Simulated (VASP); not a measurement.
# CaO (Cmcm) in VASP: further runs, part 2 of 2

VASP 6.6.1.

## (6) Single point, PBE

This run uses another cell than the first one, of the same volume but with other edges.

INCAR

```
SYSTEM = CaO
PREC = Accurate ; ENCUT = 520
EDIFF = 1E-6 ; ISMEAR = 0
SIGMA = 0.05 ; LREAL = .False.
LASPH = .True. ; NELM = 80
ALGO = Normal ; ISIF = 2
LWAVE = .False. ; LCHARG = .False.
GGA = PE ; NBANDS = 24
```

KPOINTS

```
regular mesh
0
Gamma
  9 9 6
  0 0 0
```

POSCAR

```
CaO
1.0
    4.2447542133      0.0000000000      0.0000000000
   -2.1223771067      3.1676342760      0.0000000000
    0.0000000000      0.0000000000      4.9361256247
Ca O
2 2
Direct
    0.3333333333      0.6666666667      0.7500000000
    0.6666666667      0.3333333333      0.2500000000
    0.3333333333      0.6666666667      0.2500000000
    0.6666666667      0.3333333333      0.7500000000
```

Potentials or basis: VASP PAW PBE potentials, release 64 (Ca_sv, O).

On the command line:

```bash
> cat potpaw_PBE.64/Ca_sv/POTCAR potpaw_PBE.64/O/POTCAR > POTCAR
> mpirun -np 1 vasp_std > vasp.out
```

OUTCAR:

```text
SYSTEM = CaO
   PREC = Accurate
   ENCUT = 520
   EDIFF = 1E-6
   ISMEAR = 0
   LREAL = .False.
   LASPH = .True.
   NELM = 80
   ISIF = 2
   GGA = PE

 ion  position               nearest neighbor table
   1  0.333  0.667  0.750-   4 2.11   4 2.37   4 2.37   3 2.47   3 2.47
   2  0.667  0.333  0.250-   3 2.11   3 2.37   3 2.37   4 2.47   4 2.47
   3  0.333  0.667  0.250-   2 2.11   2 2.37   2 2.37   1 2.47   1 2.47
   4  0.667  0.333  0.750-   1 2.11   1 2.37   1 2.37   2 2.47   2 2.47

  Warning from LATTYP: Monoclinic adjustment (A1->A3, A2->A1, A3->A2)!
  LATTYP: Found a base centered orthorhombic cell.
 ALAT       =     4.2447542133
 B/A-ratio  =     1.4924936130
 C/A-ratio  =     1.1628766653

  Lattice vectors:

 A1 = (   2.1223771067,  -3.1676342760,   0.0000000000)
 A2 = (   2.1223771066,   3.1676342760,   0.0000000000)
 A3 = (   0.0000000000,   0.0000000000,   4.9361256247)

Analysis of symmetry for initial positions (statically):
=====================================================================
 Subroutine PRICEL returns:
 Original cell was already a primitive cell.

 Routine SETGRP: Setting up the symmetry group for a
 base centered orthorhombic supercell.

 Subroutine GETGRP returns: Found  8 space group operations
 (whereof  4 operations were pure point group operations)
 out of a pool of  8 trial point group operations.

The static configuration has the point symmetry C_2h.
 The point group associated with its full space group is D_2h.

Analysis of symmetry for dynamics (positions and initial velocities):
=====================================================================
 Subroutine PRICEL returns:
 Original cell was already a primitive cell.

 Routine SETGRP: Setting up the symmetry group for a
 base centered orthorhombic supercell.

 Subroutine GETGRP returns: Found  8 space group operations
 (whereof  4 operations were pure point group operations)
 out of a pool of  8 trial point group operations.

The dynamic configuration has the point symmetry C_2h.
 The point group associated with its full space group is D_2h.

 Subroutine INISYM returns: Found  8 space group operations
 (whereof  4 operations are pure point group operations),
 and found     1 'primitive' translations

----------------------------------------------------------------------------------------

                                     Primitive cell

  volume of cell :      66.3703

  direct lattice vectors                    reciprocal lattice vectors
     4.244754213  0.000000000  0.000000000     0.235584901  0.157846505  0.000000000
    -2.122377107  3.167634276  0.000000000     0.000000000  0.315693010  0.000000000
     0.000000000  0.000000000  4.936125625     0.000000000  0.000000000  0.202588037

  length of vectors
     4.244754213  3.812924270  4.936125625     0.283576735  0.315693010  0.202588037

  position of ions in fractional coordinates (direct lattice)
     0.333333333  0.666666667  0.750000000
     0.666666667  0.333333333  0.250000000
     0.333333333  0.666666667  0.250000000
     0.666666667  0.333333333  0.750000000

  ion indices of the primitive-cell ions
   primitive index   ion index
                 1           1
                 2           2
                 3           3
                 4           4

----------------------------------------------------------------------------------------

 KPOINTS: regular mesh

Automatic generation of k-mesh.
 Grid dimensions read from file:
 generate k-points for:    9    9    6

 Generating k-lattice:

  Cartesian coordinates                     Fractional coordinates (reciprocal lattice)
     0.026176100  0.017538501  0.000000000     0.111111111 -0.000000000  0.000000000
     0.000000000  0.035077001  0.000000000     0.000000000  0.111111111  0.000000000
     0.000000000  0.000000000  0.033764673     0.000000000  0.000000000  0.166666667

  Length of vectors
     0.031508526  0.035077001  0.033764673

  Shift w.r.t. Gamma in fractional coordinates (k-lattice)
     0.000000000  0.000000000  0.000000000

 Subroutine IBZKPT returns following result:
 ===========================================

 Found    100 irreducible k-points:

 Following reciprocal coordinates:
            Coordinates               Weight
  0.000000  0.000000  0.000000      1.000000
  0.111111  0.000000  0.000000      4.000000
  0.222222 -0.000000  0.000000      4.000000
  0.333333 -0.000000  0.000000      4.000000
  0.444444 -0.000000  0.000000      4.000000
  0.000000  0.111111  0.000000      2.000000
[... 16 lines left out ...]
  0.333333  0.333333  0.000000      2.000000
  0.000000  0.444444  0.000000      2.000000
 [... further k-points ...]
   k-points           NKPTS =    100   k-points in BZ     NKDIM =    100   number of bands    NBANDS=     24
   number of dos      NEDOS =    301   number of ions     NIONS =      4
   total plane-waves  NPLWV =  35840
   dimension x,y,z NGX =    32 NGY =   28 NGZ =   40
   dimension x,y,z NGXF=    64 NGYF=   56 NGZF=   80
   ions per type =               2   2
   NGX,Y,Z   is equivalent  to a cutoff of  12.53, 12.21, 13.47 a.u.
   NGXF,Y,Z  is equivalent  to a cutoff of  25.07, 24.42, 26.94 a.u.
 SYSTEM =  CaO
   PREC   = accura    normal or accurate (medium, high low for compatibility)
   ISTART =      0    job   : 0-new  1-cont  2-samecut
   ICHARG =      2    charge: 1-file 2-atom 10-const
   ISPIN  =      1    spin polarized calculation?
   LNONCOLLINEAR =      F non collinear calculations
   LSORBIT =      F    spin-orbit coupling
   LASPH  =      T    aspherical Exc in radial PAW
   ENCUT  =  520.0 eV  38.22 Ry    6.18 a.u.   7.89  7.09  9.18*2*pi/ulx,y,z
   NELM   =     80;   NELMIN=  2; NELMDL= -5     # of ELM steps
   EDIFF  = 0.1E-05   stopping-criterion for ELM
   LREAL  =      F    real-space projection
   EDIFFG = 0.1E-04   stopping-criterion for IOM
   NSW    =      0    number of steps for IOM
   IBRION =     -1    ionic relax: 0-MD 1-quasi-New 2-CG
   NFREE  =      0    steps in history (QN), initial steepest desc. (CG)
   ISIF   =      2    stress and relaxation
   ISYM   =      2    0-nonsym 1-usesym 2-fastsym
   POTIM  = 0.5000    time-step for ionic-motion
   TEBEG  =    0.0;   TEEND  =   0.0 temperature during run
   PSTRESS=    0.0 pullay stress
   NELECT =      32.0000    total number of electrons
   NUPDOWN=      -1.0000    fix difference up-down
   EMIN   =  10.00;   EMAX   =-10.00  energy-range for DOS
   EFERMI =   0.00;   METHOD = LEGACY
   ISMEAR =     0;   SIGMA  =   0.05  broadening in eV -4-tet -1-fermi 0-gaus
   EFERMI_NEDOS =   21; number of points for ismear=-14 and -15
   IALGO  =     38    algorithm
   IMIX   =      4    mixing-type and parameters
     AMIX     =   0.40;   BMIX     =  1.00
     AMIX_MAG =   1.60;   BMIX_MAG =  1.00
  volume/ion in A,a.u.               =      16.59       111.97
  Fermi-wavevector in a.u.,A,eV,Ry     =   1.283710  2.425860 22.421192  1.647911
  Thomas-Fermi vector in A             =   2.415947
   LORBIT       =      0    0 simple, 1 ext, 2 COOP (PROOUT), +10 PAW based schemes
   GGA     = PE    functional components
   LHFCALC =     F    Hartree Fock is set to
   AEXX    =    0.0000 exact exchange contribution
   IVDW    =     0    specifies the selected vdW correction
   LEPSILON=     F    determine dielectric tensor
   LRPA    =     F    only Hartree local field effects (RPA)
 non-spin polarized calculation
 Gauss-broadening in eV      SIGMA  =   0.05
  energy-cutoff  :      520.00
  volume of cell :       66.37
 maximum number of plane-waves:      1810
   NGX = 15   NGY = 15   NGZ = 19

 number of electron      31.9999999 magnetization

 Free energy of the ion-electron system (eV)
  ---------------------------------------------------
  ext. energy  EPLUGINS =         0.00000000
  ---------------------------------------------------
  free energy    TOTEN  =       -25.09905076 eV

  energy without entropy =      -25.09905076  energy(sigma->0) =      -25.09905076

 E-fermi :   1.5355     XC(G=0):  -9.3785

 val. band max:        1.2117061769   @ k =   0.0000   0.0000   0.0000
 cond. band min:       4.5142547054   @ k =   0.0000   0.0000   0.0000
 fundamental gap:      3.3025485284
 Fermi energy:         1.5355227422

 k-point     1 :       0.0000    0.0000    0.0000
  band No.  band energies     occupation
      1     -36.3375      2.00000
      2     -36.2193      2.00000
      3     -17.6844      2.00000
      4     -17.5183      2.00000
      5     -17.3826      2.00000
      6     -17.3357      2.00000
[... 637 lines left out ...]
     23       9.5577      0.00000
     24       9.9637      0.00000

 [... further k-points ...]
[... 5 lines left out ...]
  --------------------------------------------------------------------------------------
  -------------------------------------------------------------------------------------
  Total       -1.2318966      4.8933193     -0.9561610     -0.0000000     -0.0000000      0.0000000
  in kB      -29.7379518    118.1246007    -23.0817007     -0.0000000     -0.0000000      0.0000000
  external PRESSURE =      21.7683160 kB  Pullay stress =       0.0000000 kB

 VOLUME and BASIS-vectors are now :
 -----------------------------------------------------------------------------
  energy-cutoff  :      520.00
  volume of cell :       66.37
      direct lattice vectors                 reciprocal lattice vectors
     4.244754213  0.000000000  0.000000000     0.235584901  0.157846505  0.000000000
    -2.122377107  3.167634276  0.000000000     0.000000000  0.315693010  0.000000000
     0.000000000  0.000000000  4.936125625     0.000000000  0.000000000  0.202588037

 POSITION                                       TOTAL-FORCE (eV/Angst)
 -----------------------------------------------------------------------------------
     -0.00000      2.11176      3.70209         0.000000     -1.329924      0.000000
      2.12238      1.05588      1.23403        -0.000000      1.329924     -0.000000
     -0.00000      2.11176      1.23403         0.000000     -1.126687      0.000000
      2.12238      1.05588      3.70209        -0.000000      1.126687      0.000000
 -----------------------------------------------------------------------------------
    total drift:                                0.000000     -0.000000      0.000000

  FREE ENERGIE OF THE ION-ELECTRON SYSTEM (eV)
  ---------------------------------------------------
  free  energy   TOTEN  =       -25.0990507616 eV

  energy  without entropy=      -25.0990507616  energy(sigma->0) =      -25.09905076
```

Wall time 2.9 min (1 thread of Oxide Virtual Turin-like, shared host); peak memory 0.24 GiB.

What came out:

```yaml
Free_energy: -25.0991 eV
Pressure: 2.2 GPa
Largest_force: 1.330 eV/Å
Band_gap_on_the_k_mesh: 3.30 eV, direct
```

Forces in eV/Å, atoms in the order of the input:
```
Ca   0.000 -1.330  0.000
Ca   0.000  1.330  0.000
O    0.000 -1.127  0.000
O    0.000  1.127  0.000
```

Caveat: the cell differs from its parent crystal (strain +e along x and -e along y +0.0733, strain +e along z and -e/2 along x and y +0.0267); forces of over 1 eV/Å act on the atoms, so gaps and moduli don't describe the material at rest.

## (7) Single point, PBE

This run uses another cell than the first one, of the same volume but with other edges.

INCAR

```
ALGO = Normal
EDIFF = 1E-7
ENCUT = 520
GGA = PE
ISIF = 2
ISMEAR = 0
LASPH = T
LCHARG = F
LREAL = F
LWAVE = F
NBANDS = 24
NELM = 80
PREC = Accurate
SIGMA = 0.05
```

KPOINTS

```
k-points
0
Gamma
  9 9 6
```

POSCAR

```
CaO
1.0
    4.3516790093      0.0000000000      0.0000000000
   -2.1758395046      3.2602338657      0.0000000000
    0.0000000000      0.0000000000      4.6793913223
Ca O
2 2
Direct
    0.3333333333      0.6666666667      0.7500000000
    0.6666666667      0.3333333333      0.2500000000
    0.3333333333      0.6666666667      0.2500000000
    0.6666666667      0.3333333333      0.7500000000
```

Potentials or basis: VASP PAW PBE potentials, release 64 (Ca_sv, O).

On the command line:

```bash
> cat potpaw_PBE.64/Ca_sv/POTCAR potpaw_PBE.64/O/POTCAR > POTCAR
> mpirun -np 1 vasp_std > vasp.out
```

OUTCAR:

```text
EDIFF = 1E-7
   ENCUT = 520
   GGA = PE
   ISIF = 2
   ISMEAR = 0
   LASPH = T
   LREAL = F
   NELM = 80
   PREC = Accurate

 ion  position               nearest neighbor table
   1  0.333  0.667  0.750-   4 2.17   3 2.34   3 2.34   4 2.43   4 2.43
   2  0.667  0.333  0.250-   3 2.17   4 2.34   4 2.34   3 2.43   3 2.43
   3  0.333  0.667  0.250-   2 2.17   1 2.34   1 2.34   2 2.43   2 2.43
   4  0.667  0.333  0.750-   1 2.17   2 2.34   2 2.34   1 2.43   1 2.43

[... 851 lines left out ...]
  FORCE on cell =-STRESS in cart. coord.  units (eV):
  Direction    XX          YY          ZZ          XY          YZ          ZX
  --------------------------------------------------------------------------------------
  -------------------------------------------------------------------------------------
  Total       -2.0524098      2.9705432      2.1650794      0.0000000     -0.0000000      0.0000000
  in kB      -49.5312955     71.6888274     52.2503770      0.0000000     -0.0000000      0.0000000
  external PRESSURE =      24.8026363 kB  Pullay stress =       0.0000000 kB

 VOLUME and BASIS-vectors are now :
 -----------------------------------------------------------------------------
  energy-cutoff  :      520.00
  volume of cell :       66.39
      direct lattice vectors                 reciprocal lattice vectors
     4.351679009  0.000000000  0.000000000     0.229796361  0.153363231  0.000000000
    -2.175839505  3.260233866  0.000000000     0.000000000  0.306726462  0.000000000
     0.000000000  0.000000000  4.679391322     0.000000000  0.000000000  0.213703008

 POSITION                                       TOTAL-FORCE (eV/Angst)
 -----------------------------------------------------------------------------------
     -0.00000      2.17349      3.50954        -0.000000     -1.040435     -0.000000
      2.17584      1.08674      1.16985         0.000000      1.040435     -0.000000
     -0.00000      2.17349      1.16985        -0.000000     -0.795422      0.000000
      2.17584      1.08674      3.50954         0.000000      0.795422     -0.000000
 -----------------------------------------------------------------------------------
    total drift:                                0.000000     -0.000000      0.000000

  FREE ENERGIE OF THE ION-ELECTRON SYSTEM (eV)
  ---------------------------------------------------
  free  energy   TOTEN  =       -25.1452763357 eV

  energy  without entropy=      -25.1452763357  energy(sigma->0) =      -25.14527634
```

stdout:

```text
POSCAR found type information on POSCAR CaO
 POSCAR found :  2 types and       4 ions
 scaLAPACK will be used
 LDA part: xc-table for (Slater+PW92), standard interpolation
 POSCAR, INCAR and KPOINTS ok, starting setup
 FFT: planning ... GRIDC
 FFT: planning ... GRID_SOFT
 FFT: planning ... GRID
 WAVECAR not read
 entering main loop
```

Wall time 3 min (1 thread of Oxide Virtual Turin-like, shared host); peak memory 0.24 GiB.

What came out:

```yaml
Free_energy: -25.1453 eV
Pressure: 2.5 GPa
Largest_force: 1.040 eV/Å
Band_gap_on_the_k_mesh: 3.07 eV, direct
```

Forces in eV/Å, atoms in the order of the input:
```
Ca   0.000 -1.040  0.000
Ca   0.000  1.040  0.000
O    0.000 -0.795  0.000
O    0.000  0.795  0.000
```

Caveat: the cell differs from its parent crystal (strain +e along x and -e along y +0.0733, strain +e along z and -e/2 along x and y -0.0267); forces of over 1 eV/Å act on the atoms, so gaps and moduli don't describe the material at rest. A k mesh can miss the band edges.

## (8) The runs side by side

```csv
cell,gap on the mesh (eV),pressure (GPa),largest force (eV/Å)
"a = 3.738, b = 4.186, c = 4.744 Å, angles 90.0, 90.0, 116.5°, 4 atoms",3.12,1.8,0.70
"a = 4.325, b = 3.893, c = 4.744 Å, angles 90.0, 90.0, 123.7°, 4 atoms",3.14,2.1,1.10
"a = 3.791, b = 4.239, c = 4.615 Å, angles 90.0, 90.0, 116.6°, 4 atoms",2.96,2.8,0.62
"a = 3.658, b = 4.106, c = 4.936 Å, angles 90.0, 90.0, 116.5°, 4 atoms",3.28,1.8,0.86
"a = 4.245, b = 3.813, c = 4.936 Å, angles 90.0, 90.0, 123.8°, 4 atoms",3.30,2.2,1.33
"a = 4.352, b = 3.920, c = 4.679 Å, angles 90.0, 90.0, 123.7°, 4 atoms",3.07,2.5,1.04
```

Alike in all rows: task single point; level PBE; potentials or basis VASP PAW PBE potentials, release 64 (Ca_sv, O); no spin polarisation; k mesh 9 × 9 × 6; cutoff (eV) 520; smearing gaussian 0.05 eV.

Caveats: forces of over 1 eV/Å act on the atoms, so gaps and moduli don't describe the material at rest (some runs).

Absolute energies hang on the potentials; compare differences alone.
